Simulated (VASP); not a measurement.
Wanted: the native input for a VASP 6.6.1 run.

* Task: single point
* Functional: LDA
* Potentials or basis: VASP PAW LDA potentials, release 64 (Ag, P, Pd)
* Cutoff: 500 eV
* k mesh: 5 × 5 × 3
* Occupations: gaussian, width 0.1 eV
* Spin: no spin polarisation
* Dipole correction: no
* Further INCAR settings: ALGO = Normal; EDIFF = 1e-06; NBANDS = 42

The structure of AgPPd5 lies in POSCAR:

```
AgPPd5
1.0
    3.9687750000      0.0000000000      0.0000000000
    0.0000000000      3.9687750000      0.0000000000
    0.0000000000      0.0000000000      7.0052250000
Ag P Pd
1 1 5
Direct
    0.5000000000      0.5000000000      0.0000000000
    0.0000000000      0.0000000000      0.5000000000
    0.0000000000      0.0000000000      0.0000000000
    0.5000000000      0.0000000000      0.6995300000
    0.0000000000      0.5000000000      0.3004700000
    0.0000000000      0.5000000000      0.6995300000
    0.5000000000      0.0000000000      0.3004700000
```

One way to write it, as run:

INCAR

```
PREC = Accurate ; ENCUT = 500
EDIFF = 1E-6 ; ISMEAR = 0
SIGMA = 0.1 ; LREAL = False
LASPH = True ; NELM = 120
ALGO = Normal ; ISIF = 2
LWAVE = False ; LCHARG = False
NBANDS = 42 ; GGA_COMPAT = False
```

KPOINTS

```
Automatic mesh
0
Gamma
  5 5 3
```

Potentials or basis: VASP PAW LDA potentials, release 64 (Ag, P, Pd).

Run with:

```sh
$ cat potpaw_LDA.64/Ag/POTCAR potpaw_LDA.64/P/POTCAR potpaw_LDA.64/Pd/POTCAR > POTCAR
$ mpirun -np 1 vasp_std > vasp.out
```

Results of the run:

* Pressure: -13.0 GPa
* Largest force: 0.078 eV/Å
* Band gap on the k mesh: zero (bands 33 and 34 overlap by 0.73 eV)

Caveat: the cell stands under tension.

Wall time 54 s on 1 thread of Intel(R) Xeon(R) Platinum 8259CL CPU @ 2.50GHz (Skylake/Cascade Lake), on a shared host, peak memory 0.2 GiB.
